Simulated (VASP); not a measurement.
# CsCl: electric field gradients with PBEsol

Crystal: CsCl.

```
Cs Cl
1.0
     4.12300    0.00000    0.00000
     0.00000    4.12300    0.00000
     0.00000    0.00000    4.12300
Cs Cl
1 1
Direct
  0.00000 0.00000 0.00000
  0.50000 0.50000 0.50000
```

- Program: VASP 6.6.1
- Task: electric field gradients
- Functional: PBEsol
- Potentials or basis: VASP PAW PBE potentials, release 64 (Cs_sv, Cl)
- Cutoff: 400 eV
- k mesh: 6 × 6 × 6
- Occupations: fermi-dirac, width 0.03 eV
- Spin: no spin polarisation
- Dipole correction: no
- Further INCAR settings: ALGO = Normal; EDIFF = 1e-08; NBANDS = 15

The pressure is -0.6 GPa. The band gap on the k mesh is 5.05 eV, direct.

Levels at points of the mesh, in eV from the valence-band top:
```tsv
k point	band 4	band 5	band 6	band 7	band 8	band 9	band 10	band 11	band 12	band 13
(0.00, 0.00, 0.00)	-5.84	-5.84	0.00	0.00	0.00	5.05	5.26	5.26	10.00	10.00
(0.50, 0.00, 0.00)	-5.69	-5.69	-1.21	-0.25	-0.25	6.31	7.49	8.69	9.09	9.45
(0.50, 0.50, 0.00)	-6.63	-5.60	-0.44	-0.44	-0.06	5.81	5.88	7.89	7.89	11.75
(0.50, 0.50, 0.50)	-6.38	-6.38	-1.13	-1.13	-1.13	8.41	8.41	8.41	10.37	10.37
```

Run time: 21 s on 1 thread of AMD EPYC 7R13, on a shared host, peak memory 0.13 GiB.

Caveat: without QUAD_EFG the Cq values of the log hold for a quadrupole moment of 1 mb, not for the nuclei; the PAW data sets were made with another functional, which shifts forces and pressure a little; spin-orbit coupling is left out, which moves the levels of the heavy elements. A k mesh can miss the band edges.
